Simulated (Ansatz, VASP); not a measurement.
One calculation of C, two programs

Contents of POSCAR:

```
C
1.0
    2.4879798888      0.0000000000      0.0000000000
    1.2439899444      2.1546537878      0.0000000000
    1.2439899444      0.7182179293      2.0314270726
C
2
Direct
    0.7500000000      0.7500000000      0.7500000000
    0.5000000000      0.5000000000      0.5000000000
```

INCAR.step1

```
ALGO = Normal
EDIFF = 1E-4
ENCUT = 520
GGA = PE
ISMEAR = 0
ISPIN = 2
LASPH = T
LCHARG = F
LREAL = F
LWAVE = T
MAGMOM = -0.19 -0.52
NBANDS = 15
NELM = 150
PREC = Accurate
SIGMA = 0.01
```

Contents of INCAR.step2:

```
ALGO = Normal
BPARAM = 11.95
CPARAM = 0.0093
EDIFF = 1E-7
ENCUT = 520
ISIF = 2
ISMEAR = 0
ISPIN = 2
ISTART = 1
IVDW_NL = 2
LASPH = T
LCHARG = F
LMIXTAU = T
LORBIT = 11
LREAL = F
LUSE_VDW = T
LWAVE = F
MAGMOM = -0.19 -0.52
METAGGA = R2SCAN
NBANDS = 15
NELM = 150
PREC = Accurate
SIGMA = 0.01
```

KPOINTS

```
k-points
0
Gamma
  13 13 13
```

Contents of input.yaml:

```yaml
crystal:
  lattice: { a: 2.4879798888, b: 2.4879798888, c: 2.4879798888, alpha: 60.0, beta: 60.0, gamma: 60.0 }
  atoms:
    - { symbol: C, position: [0.75, 0.75, 0.75], spin: -0.19 }
    - { symbol: C, position: [0.5, 0.5, 0.5], spin: -0.52 }
kpoints:
  mp_grid: { grid: [13, 13, 13] }
scf:
  occupations: { method: gaussian, width: 0.01 }
hamiltonian:
  xc: r2scan
  dispersion: rvv10
  pseudopotentials: { kind: all_electron, datasets: crystal }
magnetization:
  spin_polarized: true
output:
  forces: true
  stress: true
  eigenvalues: true
```

Change from the starting cell: volume scaled by 0.96.

Alike in both runs: task single point; functional r2SCAN; dispersion rVV10; k mesh 13 × 13 × 13; occupations gaussian, width 0.01 eV; collinear spin.

|  | VASP | Ansatz |
| --- | --- | --- |
| version | VASP 6.6.1 | Ansatz 0.2.0 |
| potentials or method | VASP PAW PBE potentials, release 64 (C), cutoff 520 eV | all-electron PAW datasets made for the crystal |

```tsv
	VASP	Ansatz	Ansatz less VASP
gap on the k mesh at the Fermi level (eV)	4.40	4.43	+0.026
least direct gap on the mesh (eV)	5.94	5.98	+0.042
pressure (GPa)	17.4	15.9	-1.49
net moment per atom (μB)	0.00	0.00	0.000
```

VASP's potentials were made for PBE, not for r2SCAN. Ansatz ran all-electron here, and VASP with PAW potentials.
